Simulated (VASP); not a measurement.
Input of a VASP 6.6.1 run:

Contents of INCAR:

```
PREC = Accurate
ENCUT = 520
EDIFF = 1E-7
ISMEAR = -1
SIGMA = 0.08
LREAL = False
LASPH = True
NELM = 60
ALGO = Normal
ISIF = 2
LWAVE = False
LCHARG = False
GGA = PE
NBANDS = 19
```

Contents of KPOINTS:

```
regular mesh
0
Gamma
  13 13 7
```

Contents of POSCAR:

```
Zr
1.0
    3.2319982225      0.0000000000      0.0000000000
   -1.6159991112      2.7989925656      0.0000000000
    0.0000000000      0.0000000000      5.1470000000
Zr
2
Direct
    0.3333333333      0.6666666667      0.2500000000
    0.6666666667      0.3333333333      0.7500000000
```

Potentials or basis: VASP PAW PBE potentials, release 64 (Zr_sv).

Command:

```console
$ cat potpaw_PBE.64/Zr_sv/POTCAR > POTCAR
$ mpirun -np 1 vasp_std > vasp.out
```

Problem. Predict the band gap on the k mesh.

Solution. Zero (band 12 reaches 9.86 eV, above the bottom of band 13 at 8.76 eV).

Problem. What does it give for the pressure?

Solution. 0.5 GPa.

Stress tensor (GPa, compression positive):
```
0.28 0.00 0.00
0.00 0.28 0.00
0.00 0.00 0.95
```
